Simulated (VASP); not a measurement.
Crystal: Mg2ZnO3.

```
CELL_PARAMETERS angstrom
3.03300 0.00000 0.00000
-1.51650 2.62665 0.00000
0.00000 0.00000 7.40332
ATOMIC_POSITIONS crystal
Mg 0.33333 0.66667 0.66580
Mg 0.66667 0.33333 0.33420
Zn 0.00000 0.00000 0.00000
O 0.33333 0.66667 0.17262
O 0.66667 0.33333 0.82738
O 0.00000 0.00000 0.50000
```

Base run:

```yaml
Program: VASP 6.6.1
Functional: LDA
Potentials_or_basis: VASP PAW LDA potentials, release 64 (Mg, Zn, O)
Cutoff: 520 eV
k_mesh: 12 × 12 × 4
Occupations: gaussian, width 0.01 eV
Spin: no spin polarisation
Hubbard_terms: Zn d U = 4.0 eV
```

Its results: band gap on the k mesh 3.05 eV, indirect (least direct gap 3.18 eV); pressure -15.4 GPa; largest force 0.451 eV/Å.

Q: The run is repeated on the same cell with these changes: hubbard terms from Zn d U = 4.0 eV to Zn d U = 2.0 eV; further incar settings from ALGO = Normal; EDIFF = 1e-06; NBANDS = 26 to ALGO = Normal; EDIFF = 1e-07; NBANDS = 26. What comes out?

A: Band gap on the k mesh 2.95 eV, indirect (least direct gap 3.06 eV); pressure -14.0 GPa; largest force 0.289 eV/Å.

A k mesh can miss the band edges.
